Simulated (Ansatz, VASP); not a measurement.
# Two plane-wave programs on C

INCAR

```
SYSTEM = C
  PREC = Accurate
  ENCUT = 520
  EDIFF = 1E-6
  ISMEAR = 0
  SIGMA = 0.05
  LREAL = .False.
  LASPH = .True.
  NELM = 60
  ALGO = Normal
  ISIF = 2
  LWAVE = .False.
  LCHARG = .False.
  GGA = PS
  IVDW = 12
  NBANDS = 11
```

The input KPOINTS:

```
Automatic mesh
0
Gamma
  15 15 15
  0 0 0
```

POSCAR

```
C
1.0
    1.2495711806      0.7214402575      3.3377940636
   -1.2495711806      0.7214402575      3.3377940636
    0.0000000000     -1.4428805149      3.3377940636
C
2
Direct
    0.1584472250      0.1747200074      0.1665836162
    0.8415527750      0.8252799926      0.8334163838
```

Input for Ansatz:

```yaml
crystal:
  lattice:
    - [1.2495711806, 0.7214402575, 3.3377940636]
    - [-1.2495711806, 0.7214402575, 3.3377940636]
    - [0.0, -1.4428805149, 3.3377940636]
  atoms:
    - { symbol: C, position: [0.158447225, 0.1747200074, 0.1665836162] }
    - { symbol: C, position: [0.841552775, 0.8252799926, 0.8334163838] }
basis:
  ecutwfc: 520.0
kpoints:
  mp_grid: { grid: [15, 15, 15] }
hamiltonian:
  xc: pbesol
  pseudopotentials: { kind: paw, azcp: { folder: soft_1 } }
  dispersion: d3bj
scf:
  occupations: { method: gaussian, width: 0.05 }
output:
  forces: true
  stress: true
  eigenvalues: true
```

Change from the starting cell: mode 5 frozen in at -0.020 Å, equal normal strain along x, y and z +0.0167.

Alike in both runs: task single point; functional PBEsol; dispersion D3(BJ); k mesh 15 × 15 × 15; occupations gaussian, width 0.05 eV; no spin polarisation.

|  | VASP | Ansatz |
| --- | --- | --- |
| version | VASP 6.6.1 | Ansatz 0.2.0 |
| potentials or method | VASP PAW PBE potentials, release 64 (C), cutoff 520 eV | scalar-relativistic, plane waves, PAW |
| valence electrons in the cell | 8 | 8 |

```tsv
	VASP	Ansatz	Ansatz less VASP
gap on the k mesh at the Fermi level (eV)	0.19	0.19	-0.001
least direct gap on the mesh (eV)	0.19	0.19	-0.001
pressure (GPa)	-12.3	-13.0	-0.67
traceless stress, the component that is largest in VASP (GPa)	11.81	12.55	+0.733
rms of the force components (eV/Å)	1.151	1.145	-0.0054
```

VASP's potentials were made for PBE, not for PBEsol, and Ansatz warns of the same on its side. Atom by atom the forces differ by 0.005 eV/Å (rms over components).
